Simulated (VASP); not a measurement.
MnS:

```xyz
2
Lattice="0.0000 2.6045 2.6045 2.6045 0.0000 2.6045 2.6045 2.6045 0.0000" Properties=species:S:1:pos:R:3 pbc="T T T"
Mn    0.0000    0.0000    0.0000
S     2.6045    2.6045    2.6045
```

Base run:

- Program: VASP 6.6.1
- Functional: r2SCAN
- Potentials or basis: VASP PAW PBE potentials, release 64 (Mn_sv, S)
- Cutoff: 750 eV
- k mesh: 9 × 9 × 9
- Occupations: methfessel-paxton, width 0.1 eV
- Spin: collinear spin, ferromagnetic start
- Starting moments: [4.0, 0.0] μB
- Hubbard terms: Mn d U = 6.2 eV

Its results: band gap on the k mesh 1.95 eV (least direct gap 3.94 eV); pressure 4.9 GPa; net moment 5.00 μB per cell; site moments Mn +4.63; S +0.06 μB.

Question: The run is repeated on the same cell with these changes: functional from r2SCAN to revPBE; cutoff from 750 eV to 680 eV; hubbard terms from Mn d U = 6.2 eV to Mn d U = 8.0 eV. What comes out?

Answer: Band gap on the k mesh 1.73 eV (least direct gap 3.42 eV); pressure 8.3 GPa; net moment 5.00 μB per cell; site moments Mn +4.67; S +0.05 μB.

Several settings changed at once.

Caveats: the cell stands under pressure; the PAW data sets were made with another functional, which shifts forces and pressure a little; an odd mesh through Γ misses points on the zone boundary, where band edges can lie; a cell with one magnetic atom can't hold antiferromagnetic order, which such compounds often take.
